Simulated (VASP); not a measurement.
# InSb (Fm-3m) in VASP: further runs

InSb is run at these levels: PBEsol; tasks: single point, relaxation of cell and atoms.

Everything below comes from runs of VASP 6.6.1. Logs are shortened: lines on timing, memory, paths and dates and some standing lists are left out, and cuts for length are marked.

### Step 1. The cell of the first run

It takes space group Fm-3m (No. 225, cubic). The conventional cell has a = 6.037 Å, b = 6.037 Å, c = 6.037 Å, α = 90.00°, β = 90.00°, γ = 90.00°. In (site symmetry m-3m) has 6 Sb at 3.02 Å within 4.0 Å. Sb (site symmetry m-3m) has 6 In at 3.02 Å within 4.0 Å.

### Step 2. Single point, PBEsol

File INCAR:

```
SYSTEM = InSb
PREC = Accurate
ENCUT = 520
EDIFF = 1E-6
ISMEAR = 0
SIGMA = 0.1
LREAL = .False.
LASPH = .True.
NELM = 80
ALGO = Normal
ISIF = 2
LWAVE = .False.
LCHARG = .False.
GGA = PS
NBANDS = 16
```

File KPOINTS:

```
regular mesh
0
Gamma
  12 12 12
  0 0 0
```

File POSCAR:

```
InSb
1.0
    0.0000000000      3.0186075827      3.0186075827
    3.0186075827      0.0000000000      3.0186075827
    3.0186075827      3.0186075827      0.0000000000
In Sb
1 1
Direct
    0.0000000000      0.0000000000      0.0000000000
    0.5000000000      0.5000000000      0.5000000000
```

Potentials or basis: VASP PAW PBE potentials, release 64 (In_d, Sb).

The run is started by

```
cat potpaw_PBE.64/In_d/POTCAR potpaw_PBE.64/Sb/POTCAR > POTCAR
mpirun -np 1 vasp_std > vasp.out
```

OUTCAR:

```text
SYSTEM = InSb
   PREC = Accurate
   ENCUT = 520
   EDIFF = 1E-6
   ISMEAR = 0
   LREAL = .False.
   LASPH = .True.
   NELM = 80
   ISIF = 2
   GGA = PS

 ion  position               nearest neighbor table
   1  0.000  0.000  0.000-   2 3.02   2 3.02   2 3.02   2 3.02   2 3.02   2 3.02
   2  0.500  0.500  0.500-   1 3.02   1 3.02   1 3.02   1 3.02   1 3.02   1 3.02

  LATTYP: Found a face centered cubic cell.
 ALAT       =     6.0372151654

  Lattice vectors:

 A1 = (   0.0000000000,   3.0186075827,   3.0186075827)
 A2 = (   3.0186075827,   0.0000000000,   3.0186075827)
 A3 = (   3.0186075827,   3.0186075827,   0.0000000000)

Analysis of symmetry for initial positions (statically):
=====================================================================
 Subroutine PRICEL returns:
 Original cell was already a primitive cell.

 Routine SETGRP: Setting up the symmetry group for a
 face centered cubic supercell.

 Subroutine GETGRP returns: Found 48 space group operations
 (whereof 48 operations were pure point group operations)
 out of a pool of 48 trial point group operations.

The static configuration has the point symmetry O_h .

Analysis of symmetry for dynamics (positions and initial velocities):
=====================================================================
 Subroutine PRICEL returns:
 Original cell was already a primitive cell.

 Routine SETGRP: Setting up the symmetry group for a
 face centered cubic supercell.

 Subroutine GETGRP returns: Found 48 space group operations
 (whereof 48 operations were pure point group operations)
 out of a pool of 48 trial point group operations.

The dynamic configuration has the point symmetry O_h .

 Subroutine INISYM returns: Found 48 space group operations
 (whereof 48 operations are pure point group operations),
 and found     1 'primitive' translations

----------------------------------------------------------------------------------------

                                     Primitive cell

  volume of cell :      55.0111

  direct lattice vectors                    reciprocal lattice vectors
     0.000000000  3.018607583  3.018607583    -0.165639284  0.165639284  0.165639284
     3.018607583  0.000000000  3.018607583     0.165639284 -0.165639284  0.165639284
     3.018607583  3.018607583  0.000000000     0.165639284  0.165639284 -0.165639284

  length of vectors
[... 74 lines left out ...]
   ISTART =      0    job   : 0-new  1-cont  2-samecut
   ICHARG =      2    charge: 1-file 2-atom 10-const
   ISPIN  =      1    spin polarized calculation?
   LNONCOLLINEAR =      F non collinear calculations
   LSORBIT =      F    spin-orbit coupling
   LASPH  =      T    aspherical Exc in radial PAW
   ENCUT  =  520.0 eV  38.22 Ry    6.18 a.u.   7.94  7.94  7.94*2*pi/ulx,y,z
   NELM   =     80;   NELMIN=  2; NELMDL= -5     # of ELM steps
   EDIFF  = 0.1E-05   stopping-criterion for ELM
   LREAL  =      F    real-space projection
   EDIFFG = 0.1E-04   stopping-criterion for IOM
   NSW    =      0    number of steps for IOM
   IBRION =     -1    ionic relax: 0-MD 1-quasi-New 2-CG
   NFREE  =      0    steps in history (QN), initial steepest desc. (CG)
   ISIF   =      2    stress and relaxation
   ISYM   =      2    0-nonsym 1-usesym 2-fastsym
   POTIM  = 0.5000    time-step for ionic-motion
   TEBEG  =    0.0;   TEEND  =   0.0 temperature during run
   PSTRESS=    0.0 pullay stress
   NELECT =      18.0000    total number of electrons
   NUPDOWN=      -1.0000    fix difference up-down
   EMIN   =  10.00;   EMAX   =-10.00  energy-range for DOS
   EFERMI =   0.00;   METHOD = LEGACY
   ISMEAR =     0;   SIGMA  =   0.10  broadening in eV -4-tet -1-fermi 0-gaus
   EFERMI_NEDOS =   21; number of points for ismear=-14 and -15
   IALGO  =     38    algorithm
   IMIX   =      4    mixing-type and parameters
     AMIX     =   0.40;   BMIX     =  1.00
     AMIX_MAG =   1.60;   BMIX_MAG =  1.00
  volume/ion in A,a.u.               =      27.51       185.62
  Fermi-wavevector in a.u.,A,eV,Ry     =   1.128104  2.131807 17.315017  1.272618
  Thomas-Fermi vector in A             =   2.264792
   LORBIT       =      0    0 simple, 1 ext, 2 COOP (PROOUT), +10 PAW based schemes
   GGA     = PS    functional components
   LHFCALC =     F    Hartree Fock is set to
   AEXX    =    0.0000 exact exchange contribution
   IVDW    =     0    specifies the selected vdW correction
   LEPSILON=     F    determine dielectric tensor
   LRPA    =     F    only Hartree local field effects (RPA)
 non-spin polarized calculation
 Gauss-broadening in eV      SIGMA  =   0.10
  energy-cutoff  :      520.00
  volume of cell :       55.01
 maximum number of plane-waves:      1524
   NGX = 15   NGY = 15   NGZ = 15

 number of electron      17.9999991 magnetization

 Free energy of the ion-electron system (eV)
  ---------------------------------------------------
  ext. energy  EPLUGINS =         0.00000000
  ---------------------------------------------------
  free energy    TOTEN  =        -7.53857819 eV

  energy without entropy =       -7.53066826  energy(sigma->0) =       -7.53462323

 E-fermi :   7.0312     XC(G=0): -10.0968

 val. band max:        7.0199518929   @ k =   0.3333   0.0833   0.0000
 cond. band min:       7.0526480456   @ k =   0.1667   0.0000   0.0000
 fundamental gap:      0.0326961527
 Fermi energy:         7.0311658444

 k-point     1 :       0.0000    0.0000    0.0000
  band No.  band energies     occupation
      1      -7.3212      2.00000
      2      -7.3212      2.00000
      3      -7.2874      2.00000
      4      -7.2874      2.00000
      5      -7.2874      2.00000
      6      -4.2136      2.00000
[... 433 lines left out ...]
      3      -7.2840      2.00000
      4      -7.2613      2.00000
      5      -7.2523      2.00000
      6      -2.0551      2.00000
[... 8 lines left out ...]
     15      16.4191      0.00000
     16      16.4682      0.00000

 [... further k-points ...]
[... 5 lines left out ...]
  --------------------------------------------------------------------------------------
  -------------------------------------------------------------------------------------
  Total        0.0243620      0.0243620      0.0243620      0.0000000     -0.0000000      0.0000000
  in kB        0.7095345      0.7095345      0.7095345      0.0000000     -0.0000000      0.0000000
  external PRESSURE =       0.7095345 kB  Pullay stress =       0.0000000 kB

 VOLUME and BASIS-vectors are now :
 -----------------------------------------------------------------------------
  energy-cutoff  :      520.00
  volume of cell :       55.01
      direct lattice vectors                 reciprocal lattice vectors
     0.000000000  3.018607583  3.018607583    -0.165639284  0.165639284  0.165639284
     3.018607583  0.000000000  3.018607583     0.165639284 -0.165639284  0.165639284
     3.018607583  3.018607583  0.000000000     0.165639284  0.165639284 -0.165639284

 POSITION                                       TOTAL-FORCE (eV/Angst)
 -----------------------------------------------------------------------------------
      0.00000      0.00000      0.00000        -0.000000     -0.000000      0.000000
      3.01861      3.01861      3.01861         0.000000      0.000000     -0.000000
 -----------------------------------------------------------------------------------
    total drift:                                0.000000     -0.000000     -0.000000

  FREE ENERGIE OF THE ION-ELECTRON SYSTEM (eV)
  ---------------------------------------------------
  free  energy   TOTEN  =        -7.5385781862 eV

  energy  without entropy=       -7.5306682644  energy(sigma->0) =       -7.53462323
```

OSZICAR:

```text
N       E                     dE             d eps       ncg     rms          rms(c)
DAV:   1     0.108388216324E+03    0.10839E+03   -0.80180E+03  2312   0.119E+03
DAV:   2    -0.123130506342E+01   -0.10962E+03   -0.10606E+03  2576   0.291E+02
DAV:   3    -0.744871349045E+01   -0.62174E+01   -0.61380E+01  3008   0.687E+01
DAV:   4    -0.760873088908E+01   -0.16002E+00   -0.15997E+00  2856   0.119E+01
DAV:   5    -0.761565183277E+01   -0.69209E-02   -0.69209E-02  3360   0.204E+00    0.344E+00
DAV:   6    -0.754575450181E+01    0.69897E-01   -0.13334E-01  2968   0.646E+00    0.187E+00
DAV:   7    -0.753933360051E+01    0.64209E-02   -0.27211E-02  3360   0.220E+00    0.561E-01
DAV:   8    -0.753856401446E+01    0.76959E-03   -0.23454E-03  2936   0.636E-01    0.148E-01
DAV:   9    -0.753857907212E+01   -0.15058E-04   -0.13673E-04  3264   0.119E-01    0.544E-02
DAV:  10    -0.753857818617E+01    0.88595E-06   -0.82381E-06  3056   0.229E-02
   1 F= -.75385782E+01 E0= -.75346232E+01  d E =-.790992E-02
```

stdout:

```text
POSCAR found type information on POSCAR InSb
 POSCAR found :  2 types and       2 ions
 scaLAPACK will be used
 -----------------------------------------------------------------------------
|                                                                             |
|                                                                             |
|     You enforced a specific xc type in the INCAR file but a different       |
|     I HOPE YOU KNOW WHAT YOU ARE DOING!                                     |
|                                                                             |
 -----------------------------------------------------------------------------

 LDA part: xc-table for (Slater+PW92), standard interpolation
 POSCAR, INCAR and KPOINTS ok, starting setup
 FFT: planning ... GRIDC
 FFT: planning ... GRID_SOFT
 FFT: planning ... GRID
 WAVECAR not read
 entering main loop
```

Run time: 25 s. Hardware: 1 thread of Intel Xeon Platinum 8488C (Sapphire Rapids), shared host; peak memory 0.21 GiB.

What came out:

| Property | Result |
| --- | --- |
| Free energy | -7.5386 eV |
| Pressure | 0.1 GPa |
| Band gap on the k mesh | zero (bands 9 and 10 overlap by 2.90 eV) |

Levels at points of the mesh, in eV from the Fermi level:
| k point | band 6 | band 7 | band 8 | band 9 | band 10 | band 11 | band 12 | band 13 |
| --- | --- | --- | --- | --- | --- | --- | --- | --- |
| (0.00, 0.00, 0.00) | -11.24 | -0.13 | -0.02 | -0.02 | -0.02 | 6.22 | 6.22 | 6.22 |
| (0.50, 0.00, 0.00) | -9.30 | -6.62 | 0.40 | 0.40 | 2.23 | 2.48 | 2.48 | 3.44 |
| (0.50, 0.50, 0.00) | -8.51 | -4.67 | -3.31 | -2.23 | -2.23 | 3.14 | 8.59 | 8.59 |

Caveat: the PAW data sets were made with another functional, which shifts forces and pressure a little; spin-orbit coupling is left out, which moves the levels of the heavy elements.

### Step 3. Single point, PBEsol

File INCAR:

```
PREC = Accurate ; ENCUT = 520
EDIFF = 1E-7 ; ISMEAR = 0
SIGMA = 0.15 ; LREAL = F
LASPH = T ; NELM = 60
ALGO = Normal ; ISIF = 2
LWAVE = F ; LCHARG = T
GGA = PS ; LELF = T
LVHAR = T ; NBANDS = 16
```

File KPOINTS:

```
regular mesh
0
Gamma
  14 14 14
```

POSCAR is that of step 2.

Potentials or basis: VASP PAW PBE potentials, release 64 (In_d, Sb).

The run is started by

```
cat potpaw_PBE.64/In_d/POTCAR potpaw_PBE.64/Sb/POTCAR > POTCAR
mpirun -np 1 vasp_std > vasp.out
```

OUTCAR:

```text
PREC = Accurate
   ENCUT = 520
   EDIFF = 1E-7
   ISMEAR = 0
   LREAL = F
   LASPH = T
   NELM = 60
   ISIF = 2
   GGA = PS

 ion  position               nearest neighbor table
   1  0.000  0.000  0.000-   2 3.02   2 3.02   2 3.02   2 3.02   2 3.02   2 3.02
   2  0.500  0.500  0.500-   1 3.02   1 3.02   1 3.02   1 3.02   1 3.02   1 3.02

  LATTYP: Found a face centered cubic cell.
 ALAT       =     6.0372151654

  Lattice vectors:

 A1 = (   0.0000000000,   3.0186075827,   3.0186075827)
 A2 = (   3.0186075827,   0.0000000000,   3.0186075827)
[... 625 lines left out ...]
      4      -7.2671      2.00000
      5      -7.2627      2.00000
      6      -3.3779      2.00000
[... 8 lines left out ...]
     15      15.6358      0.00000
     16      15.8739      0.00000

 [... further k-points ...]
[... 5 lines left out ...]
  --------------------------------------------------------------------------------------
  -------------------------------------------------------------------------------------
  Total        0.0005649      0.0005649      0.0005649      0.0000000     -0.0000000     -0.0000000
  in kB        0.0164524      0.0164524      0.0164524      0.0000000     -0.0000000     -0.0000000
  external PRESSURE =       0.0164524 kB  Pullay stress =       0.0000000 kB

 VOLUME and BASIS-vectors are now :
 -----------------------------------------------------------------------------
  energy-cutoff  :      520.00
  volume of cell :       55.01
      direct lattice vectors                 reciprocal lattice vectors
     0.000000000  3.018607583  3.018607583    -0.165639284  0.165639284  0.165639284
     3.018607583  0.000000000  3.018607583     0.165639284 -0.165639284  0.165639284
     3.018607583  3.018607583  0.000000000     0.165639284  0.165639284 -0.165639284

 POSITION                                       TOTAL-FORCE (eV/Angst)
 -----------------------------------------------------------------------------------
      0.00000      0.00000      0.00000        -0.000000     -0.000000     -0.000000
      3.01861      3.01861      3.01861         0.000000      0.000000      0.000000
 -----------------------------------------------------------------------------------
    total drift:                                0.000000     -0.000000     -0.000000

  FREE ENERGIE OF THE ION-ELECTRON SYSTEM (eV)
  ---------------------------------------------------
  free  energy   TOTEN  =        -7.5382341502 eV

  energy  without entropy=       -7.5209292300  energy(sigma->0) =       -7.52958169
```

Wall time 48 s (1 thread of Intel Xeon Platinum 8488C (Sapphire Rapids), shared host); peak memory 0.24 GiB.

What came out:

```
Free energy            : -7.5382 eV
Pressure               : 0.0 GPa
Band gap on the k mesh : zero (bands 9 and 10 overlap by 2.89 eV)
```

Caveat: the PAW data sets were made with another functional, which shifts forces and pressure a little; spin-orbit coupling is left out, which moves the levels of the heavy elements.

(Part 1 of 2 ends here.)
